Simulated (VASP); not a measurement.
# InAs: single point with RPBE

Crystal: InAs.

```
In As
1.0
     0.00000    2.87730    2.87730
     2.87730    0.00000    2.87730
     2.87730    2.87730    0.00000
In As
1 1
Cartesian
  2.8773 2.8773 2.8773
  0.0000 0.0000 0.0000
```

* Program: VASP 6.6.1
* Task: single point
* Functional: RPBE
* Potentials or basis: VASP PAW PBE potentials, release 64 (In_d, As)
* Cutoff: 500 eV
* k mesh: 4 × 4 × 4
* Occupations: methfessel-paxton, width 0.014 eV
* Spin: no spin polarisation
* Dipole correction: no
* Further INCAR settings: ALGO = Normal; EDIFF = 1e-06; NBANDS = 16

| Quantity | Value |
| --- | --- |
| Pressure | 2.3 GPa |
| Band gap on the k mesh | zero (band 9 reaches 6.35 eV, above the bottom of band 10 at 3.90 eV) |

Levels at points of the mesh, in eV from the Fermi level:
| k point | band 5 | band 6 | band 7 | band 8 | band 9 | band 10 | band 11 | band 12 | band 13 | band 14 |
| --- | --- | --- | --- | --- | --- | --- | --- | --- | --- | --- |
| (0.00, 0.00, 0.00) | -14.85 | -12.26 | -0.82 | -0.38 | -0.38 | -0.38 | 6.87 | 6.87 | 6.87 | 7.21 |
| (0.50, 0.00, 0.00) | -14.80 | -10.54 | -6.78 | 0.00 | 0.00 | 1.92 | 2.97 | 2.97 | 4.16 | 10.50 |
| (0.50, 0.50, 0.00) | -14.78 | -9.68 | -4.93 | -3.22 | -2.45 | -2.45 | 3.61 | 8.98 | 8.98 | 9.91 |

Wall time 9.2 s on 1 thread of Intel(R) Xeon(R) 6975P-C (Granite Rapids) (shared host), peak memory 0.16 GiB.

Caveat: the k points lie up to 0.47 Å⁻¹ apart; the PAW data sets were made with another functional, which shifts forces and pressure a little; spin-orbit coupling is left out, which moves the levels of the heavy elements.
